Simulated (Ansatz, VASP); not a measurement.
**One calculation of Bi2W, two programs**

```
W Bi
1.0
     3.42037    0.00000    0.00000
    -1.71019    2.96213    0.00000
     0.00000    0.00000    8.35309
W Bi
1 2
Direct
  0.00000 0.00000 0.00000
  0.33333 0.66667 0.25365
  0.66667 0.33333 0.74635
```

Alike in both runs: functional PBE; k mesh 9 × 9 × 5; occupations fermi-dirac, width 0.03 eV; no spin polarisation.

Ansatz relaxed the structure, and its values are those at the end. VASP's run is a single point on that final structure, the one shown.

|  | VASP | Ansatz |
| --- | --- | --- |
| version | VASP 6.6.1 | Ansatz 0.2.0 |
| potentials or method | VASP PAW PBE potentials, release 64 (W_sv, Bi_d) | PAW with Ansatz's default frozen-core files, scalar-relativistic |
| plane-wave cutoff (eV) | 520 | 420 |
| valence electrons in the cell | 44 | 44 |

```tsv
	VASP	Ansatz	Ansatz less VASP
pressure (GPa)	0.0	0.0	0.00
rms of the force components (eV/Å)	0.006	0.000	-0.0056
```

The functional is the same, so the differences come from potentials, cutoffs and numerics.

Spin-orbit coupling is off throughout.
